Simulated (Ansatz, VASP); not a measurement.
# SnSe2 in VASP and in Ansatz

```
CELL_PARAMETERS angstrom
3.81100 0.00000 0.00000
-1.90550 3.30042 0.00000
0.00000 0.00000 6.13600
ATOMIC_POSITIONS crystal
Sn 0.00000 0.00000 0.00000
Se 0.33333 0.66667 0.24900
Se 0.66667 0.33333 0.75100
```

Alike in both runs: task single point; functional PBEsol; k mesh 3 × 3 × 2; no spin polarisation.

|  | VASP | Ansatz |
| --- | --- | --- |
| version | VASP 6.6.1 | Ansatz 0.2.0 |
| potentials or method | VASP PAW PBE potentials, release 64 (Sn_d, Se) | plane waves, PAW |
| plane-wave cutoff (eV) | 500 | 420 |
| occupations | gaussian, width 0.01 eV | fixed |
| valence electrons in the cell | 26 | 46 |

Ansatz gave:

```
gap on the k mesh at the Fermi level (eV) : 0.98
```

**Question.** What did VASP give for the same quantities?

**Answer.** gap on the k mesh at the Fermi level (eV): 0.97.

VASP's potentials were made for PBE, not for PBEsol. VASP's potentials hold 26 valence electrons a cell and Ansatz's 46, so a difference there can come from the potentials and not from the codes.

The k mesh is coarse, so the values compare programs but aren't converged.
